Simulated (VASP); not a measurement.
Set up this calculation in VASP 6.6.1, as the native input.

```yaml
Task: single point
Functional: PBEsol
Potentials_or_basis: VASP PAW PBE potentials, release 64 (Si, Ge_d)
Cutoff: 520 eV
k_mesh: 12 × 12 × 6
Occupations: gaussian, width 0.02 eV
Spin: no spin polarisation
Dipole_correction: no
Further_INCAR_settings: ALGO = Normal; EDIFF = 1e-06; NBANDS = 26
```

The structure of SiGe lies in POSCAR:

```
SiGe
1.0
    3.9402049000      0.0000000000      0.0000000000
   -1.9701024500      3.4123175395      0.0000000000
    0.0000000000      0.0000000000      6.5039375051
Si Ge
2 2
Direct
    0.6666666667      0.3333333333      0.8746776673
    0.3333333333      0.6666666667      0.3746776673
    0.6666666667      0.3333333333      0.5003213327
    0.3333333333      0.6666666667      0.0003213327
```

This cell differs from its parent crystal: volume scaled by 1.03, then relaxed in part.

These files were run (other wordings do the same):

INCAR

```
SYSTEM = SiGe
  ALGO = Normal
  EDIFF = 1E-6
  ENCUT = 520
  GGA = PS
  ISIF = 2
  ISMEAR = 0
  LASPH = .TRUE.
  LCHARG = .FALSE.
  LREAL = .FALSE.
  LWAVE = .FALSE.
  NBANDS = 26
  NELM = 60
  PREC = Accurate
  SIGMA = 0.02
```

KPOINTS

```
k-points
0
G
  12 12 6
  0 0 0
```

Potentials or basis: VASP PAW PBE potentials, release 64 (Si, Ge_d).

Run with:

```console
$ cat potpaw_PBE.64/Si/POTCAR potpaw_PBE.64/Ge_d/POTCAR > POTCAR
$ mpirun -np 1 vasp_std > vasp.out
```

Results of the run:

```yaml
Pressure: -2.3 GPa
Band_gap_on_the_k_mesh: 0.32 eV, direct
```

Caveat: the PAW data sets were made with another functional, which shifts forces and pressure a little.

Wall time 60 s on 1 thread of Intel(R) Xeon(R) 6975P-C (Granite Rapids), with other jobs on the host, peak memory 0.28 GiB.
